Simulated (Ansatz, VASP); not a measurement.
# Two plane-wave programs on BeSb

```
Be Sb
1.0
     3.29797    0.00000    0.00000
    -1.64899    2.85613    0.00000
     0.00000    0.00000   26.96362
Be Sb
1 1
Direct
  0.66667 0.33333 0.26671
  0.33333 0.66667 0.32668
```

Alike in both runs: functional PBE; k mesh 6 × 6 × 1; occupations gaussian, width 0.1 eV; no spin polarisation.

Ansatz relaxed the structure, and its values are those at the end. VASP's run is a single point on that final structure, the one shown.

```csv
,VASP,Ansatz
version,VASP 6.6.1,Ansatz 0.2.0
potentials or method,"VASP PAW PBE potentials, release 64 (Be, Sb_d_GW), cutoff 400 eV","scalar-relativistic, plane waves, PAW"
valence electrons in the cell,17,17
```

Ansatz gave:

```
gap on the k mesh at the Fermi level (eV) : none
rms of the force components (eV/Å)        : 0.018
```

**Question.** What did VASP give for the same quantities?

**Answer.** gap on the k mesh at the Fermi level (eV): none; rms of the force components (eV/Å): 0.022.

A gap of «none» marks a metal or a gap that the smearing closes. The functional is the same, so the differences come from potentials, cutoffs and numerics. Ansatz's warnings: slab cell height set, structure snapped to symmetry.

The k mesh is coarse, so the values compare programs but aren't converged. Spin-orbit coupling is off throughout.
